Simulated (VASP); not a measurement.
The system is I.

```
I
1.0
     3.75396   -2.19081    0.00000
     3.75396    2.19081    0.00000
     0.00000    0.00000    9.64564
I
4
Direct
  0.82705 0.17295 0.12279
  0.67295 0.32705 0.62279
  0.32705 0.67295 0.37721
  0.17295 0.82705 0.87721
```

Base run:

```yaml
Program: VASP 6.6.1
Functional: r2SCAN
Potentials_or_basis: VASP PAW PBE potentials, release 64 (I)
Cutoff: 520 eV
k_mesh: 7 × 7 × 3
Occupations: fermi-dirac, width 0.05 eV
Spin: no spin polarisation
```

Its results: band gap on the k mesh 1.04 eV (least direct gap 1.29 eV); pressure 1.5 GPa; largest force 0.162 eV/Å.

Question: The run is repeated on the same cell with these changes: functional from r2SCAN to PBEsol. What comes out?

Answer: Band gap on the k mesh 0.79 eV (least direct gap 1.08 eV); pressure 0.0 GPa; largest force 0.008 eV/Å.

Caveats: the PAW data sets were made with another functional, which shifts forces and pressure a little; spin-orbit coupling is left out, which moves the levels of the heavy elements; an odd mesh through Γ misses points on the zone boundary, where band edges can lie.
